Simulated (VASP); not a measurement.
A run of VASP 6.6.1 is set up as follows.

File INCAR:

```
PREC     = Accurate       # precision mode
ENCUT    = 600            # plane-wave cutoff, eV
EDIFF    = 1E-6           # SCF threshold, eV
ISMEAR   = 0              # smearing method
SIGMA    = 0.1            # smearing width, eV
LREAL    = False          # projectors in reciprocal space
LASPH    = True           # aspherical terms in the spheres
NELM     = 80             # most SCF steps
ALGO     = Normal         # electronic algorithm
ISIF     = 3              # what is computed and relaxed
LWAVE    = False          # write WAVECAR
LCHARG   = False          # write CHGCAR
GGA      = PE             # functional
IBRION   = 2              # ionic algorithm
NSW      = 100            # ionic steps
EDIFFG   = -0.01          # ionic threshold
```

File KPOINTS:

```
regular mesh
0
Gamma
  18 18 18
```

Contents of POSCAR:

```
RuCl
1.0
    3.0807170346      0.0000000000      0.0000000000
    0.0000000000      3.0807170346      0.0000000000
    0.0000000000      0.0000000000      3.0807170346
Ru Cl
1 1
Direct
    0.5000000000      0.5000000000      0.5000000000
    0.0000000000      0.0000000000      0.0000000000
```

Potentials or basis: VASP PAW PBE potentials, release 64 (Ru_pv, Cl).

The run is started by

```console
$ cat potpaw_PBE.64/Ru_pv/POTCAR potpaw_PBE.64/Cl/POTCAR > POTCAR
$ mpirun -np 1 vasp_std > vasp.out
```

Question: Predict the space group after relaxing (to 0.05 Å).

Answer: Pm-3m (No. 221).

Question: What does it give for the relaxed cell?

Answer: a = 3.082 Å, b = 3.082 Å, c = 3.082 Å, α = 90.00°, β = 90.00°, γ = 90.00°.

Final structure:
```cif
data_structure
_symmetry_space_group_name_H-M 'P 1'
_symmetry_Int_Tables_number 1
_cell_length_a 3.0825
_cell_length_b 3.0825
_cell_length_c 3.0825
_cell_angle_alpha 90.000
_cell_angle_beta 90.000
_cell_angle_gamma 90.000
_cell_volume 29.29
loop_
_atom_site_label
_atom_site_type_symbol
_atom_site_fract_x
_atom_site_fract_y
_atom_site_fract_z
_atom_site_occupancy
Ru1 Ru 0.50000 0.50000 0.50000 1
Cl1 Cl 0.00000 0.00000 0.00000 1
```

Caveat: an odd number of electrons without spin polarisation forces a metal; a magnetic or distorted state may lie lower.
